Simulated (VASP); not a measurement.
Crystal: Ta.

```
Ta
1.0
     1.39452   -4.06003    0.00000
     1.39452    4.06003    0.00000
    -0.11843    0.00000    3.35766
Ta
2
Cartesian
  1.3649 -2.9963 0.8394
  1.3057 2.9963 2.5182
```

* Program: VASP 6.6.1
* Task: relaxation of cell and atoms
* Functional: PBE
* Potentials or basis: VASP PAW PBE potentials, release 64 (Ta_pv)
* Cutoff: 600 eV
* k mesh: 6 × 6 × 6
* Occupations: gaussian, width 0.1 eV
* Spin: no spin polarisation

At the start: pressure 4.8 GPa; volume 19.01 Å³/atom.

Task: Where does the relaxation end?

Result: Over 23 steps the energy falls by 518.5 meV/atom and the volume is 18.70 Å³/atom (-1.7 %); space group C2/c (No. 15, to 0.05 Å).

Step by step:
| step | energy change (eV) | largest force (eV/Å) | pressure (GPa) | volume (Å³) |
| --- | --- | --- | --- | --- |
| 1 | 0.0000 | 0.8294 | 4.75 | 38.02 |
| 2 | -0.0633 | 0.0395 | -7.76 | 41.17 |
| 3 | -0.0785 | 0.1957 | -4.23 | 40.17 |
| 4 | -0.1772 | 0.6834 | -1.57 | 39.43 |
| 5 | -0.2112 | 1.3393 | 1.83 | 38.78 |
| 6 | -0.2968 | 1.4803 | 1.95 | 38.72 |
| 7 | -0.5083 | 1.3140 | 3.13 | 38.24 |
| 8 | -0.5125 | 1.2427 | 4.44 | 37.99 |
| 9 | -0.5795 | 0.7746 | -0.39 | 38.73 |
| 10 | -0.5795 | 0.7762 | -0.38 | 38.73 |
| 11 | -0.7068 | 0.7367 | -2.52 | 38.79 |
| 12 | -0.8725 | 0.7199 | -5.17 | 38.79 |
| 13 | -0.8966 | 0.6263 | -5.20 | 38.72 |
| 14 | -0.9583 | 0.4958 | 2.66 | 37.03 |
| 15 | -0.9595 | 0.4512 | 3.91 | 36.78 |
| 16 | -1.0095 | 0.0369 | 3.62 | 36.72 |
| 17 | -1.0174 | 0.3781 | 4.01 | 36.66 |
| 18 | -1.0296 | 0.1883 | -2.76 | 37.95 |
| 19 | -1.0325 | 0.2430 | -0.74 | 37.55 |
| 20 | -1.0361 | 0.1121 | -0.23 | 37.43 |
| 21 | -1.0369 | 0.0169 | 0.16 | 37.34 |
| 22 | -1.0369 | 0.0119 | 0.18 | 37.34 |
| 23 | -1.0370 | 0.0009 | -0.13 | 37.39 |

Final structure:
```cif
data_structure
_symmetry_space_group_name_H-M 'P 1'
_symmetry_Int_Tables_number 1
_cell_length_a 5.1486
_cell_length_b 5.1486
_cell_length_c 2.9790
_cell_angle_alpha 96.894
_cell_angle_beta 96.894
_cell_angle_gamma 148.211
_cell_volume 37.39
loop_
_atom_site_label
_atom_site_type_symbol
_atom_site_fract_x
_atom_site_fract_y
_atom_site_fract_z
_atom_site_occupancy
Ta1 Ta 0.87415 0.12585 0.25000 1
Ta2 Ta 0.12585 0.87415 0.75000 1
```

Caveat: the k points lie up to 0.43 Å⁻¹ apart in the final cell.
